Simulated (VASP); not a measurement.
Here is a VASP 6.6.1 calculation.

Contents of INCAR:

```
SYSTEM = NaF
PREC     = Accurate       ! precision mode
ENCUT    = 520            ! plane-wave cutoff, eV
EDIFF    = 1E-6           ! SCF threshold, eV
ISMEAR   = 0              ! smearing method
SIGMA    = 0.01           ! smearing width, eV
LREAL    = .FALSE.        ! projectors in reciprocal space
LASPH    = .TRUE.         ! aspherical terms in the spheres
NELM     = 80             ! most SCF steps
ALGO     = Normal         ! electronic algorithm
ISIF     = 2              ! what is computed and relaxed
LWAVE    = .FALSE.        ! write WAVECAR
LCHARG   = .TRUE.         ! write CHGCAR
GGA      = PS             ! functional
LELF     = .TRUE.         ! ELF
LVHAR    = .TRUE.       
NBANDS   = 14             ! bands
```

KPOINTS

```
regular mesh
0
G
  8 8 8
  0 0 0
```

The input POSCAR:

```
NaF
1.0
    2.2303419733      2.2303419733      0.0000000000
   -2.2303419733      2.2303419733      0.0000000000
    0.0000000000      2.2303419733      2.2303419733
Na F
1 1
Direct
    0.0000000000      0.0000000000      0.0000000000
    0.5000000000      0.5000000000      0.0000000000
```

Potentials or basis: VASP PAW PBE potentials, release 64 (Na_pv, F).

The run is started by

```sh
$ cat potpaw_PBE.64/Na_pv/POTCAR potpaw_PBE.64/F/POTCAR > POTCAR
$ mpirun -np 1 vasp_std > vasp.out
```

**Question.** Estimate the band gap on the k mesh.

**Answer.** 6.80 eV.

**Question.** What does it give for the pressure?

**Answer.** 7.1 GPa.

Caveat: the cell stands under pressure; the PAW data sets were made with another functional, which shifts forces and pressure a little.
